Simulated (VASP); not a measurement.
A run of VASP 6.6.1 is set up as follows.

INCAR

```
PREC     = Accurate       # precision mode
ENCUT    = 500            # plane-wave cutoff, eV
EDIFF    = 1E-6           # SCF threshold, eV
ISMEAR   = 0              # smearing method
SIGMA    = 0.15           # smearing width, eV
LREAL    = False          # projectors in reciprocal space
LASPH    = True           # aspherical terms in the spheres
NELM     = 120            # most SCF steps
ALGO     = Normal         # electronic algorithm
ISIF     = 2              # what is computed and relaxed
LWAVE    = False          # write WAVECAR
LCHARG   = False          # write CHGCAR
GGA      = PS             # functional
NBANDS   = 12             # bands
GGA_COMPAT= False
```

Contents of KPOINTS:

```
regular mesh
0
Gamma
  20 20 20
```

File POSCAR:

```
Nb
1.0
    0.0000000000      2.0621250000      2.1150000000
    2.0621250000      0.0000000000      2.1150000000
    2.0621250000      2.0621250000      0.0000000000
Nb
1
Direct
    0.0000000000      0.0000000000      0.0000000000
```

Potentials or basis: VASP PAW PBE potentials, release 64 (Nb_sv).

Command:

```console
$ cat potpaw_PBE.64/Nb_sv/POTCAR > POTCAR
$ mpirun -np 1 vasp_std > vasp.out
```

Q: What does it give for the pressure?

A: 0.9 GPa.

Q: Predict the band gap on the k mesh.

A: Zero (an odd number of electrons rules out a gap without spin polarisation).

Stress tensor (GPa, compression positive):
```
-1.52  0.00  0.00
 0.00 -1.52  0.00
 0.00  0.00  5.84
```

Caveat: the cell differs from its parent crystal (strain -0.025 along x and y, +0.000 along z); the stress differs along the axes, from -2 to 6 GPa; the PAW data sets were made with another functional, which shifts forces and pressure a little.
